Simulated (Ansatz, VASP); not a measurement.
# Rh: VASP and Ansatz over several settings

```
Rh
1.0
     0.00000    1.89785    1.89785
     1.89785    0.00000    1.89785
     1.89785    1.89785    0.00000
Rh
1
Direct
  0.00000 0.00000 0.00000
```

Single points on this cell with VASP 6.6.1 and Ansatz 0.2.0. Each row is one pair of runs. Alike in all rows: spin: off; VASP's potentials, cutoff: VASP PAW PBE potentials, release 64 (Rh_pv), 520 eV.

| level | k mesh | smearing | Ansatz's potentials, cutoff | gap on the k mesh at the Fermi level (eV), VASP | gap on the k mesh at the Fermi level (eV), Ansatz | pressure (GPa), VASP | pressure (GPa), Ansatz |
| --- | --- | --- | --- | --- | --- | --- | --- |
| HSE06 | 8 × 8 × 8 | fermi-dirac, width 0.05 eV | Ansatz PAW, 420 eV | none | none | -2.4 | -3.1 |
| PBE0 | 6 × 6 × 6 | fermi-dirac, width 0.05 eV | Ansatz PAW, 420 eV | none | none | -2.6 | -3.0 |
| PBE | 12 × 12 × 12 | gaussian, width 0.018 eV | Ansatz PAW, 420 eV | none | none | 7.3 | 7.2 |
| PBE | 12 × 12 × 12 | gaussian, width 0.022 eV | Ansatz PAW, 420 eV | none | none | 7.3 | 7.2 |
| PBE | 12 × 12 × 12 | gaussian, width 0.023 eV | Ansatz PAW, 420 eV | none | none | 7.4 | 7.2 |
| r2SCAN0 | 6 × 6 × 6 | fermi-dirac, width 0.05 eV | Ansatz PAW, 500 eV | none | none | -5.2 | -6.4 |
| r2SCANh | 6 × 6 × 6 | fermi-dirac, width 0.05 eV | Ansatz PAW, 500 eV | none | none | -0.3 | -1.4 |
| PBEsol-based global hybrid | 6 × 6 × 6 | fermi-dirac, width 0.05 eV | Ansatz PAW, 420 eV | none | none | -10.4 | -10.7 |

Pressure (GPa): the two programs differ by at most 1.11.

VASP's potentials hold 15 valence electrons a cell and Ansatz's 17, so a difference there can come from the potentials and not from the codes.

A gap of «none» marks a metal or a gap that the smearing closes.

The k mesh is coarse in some rows, so the values compare programs but aren't converged.
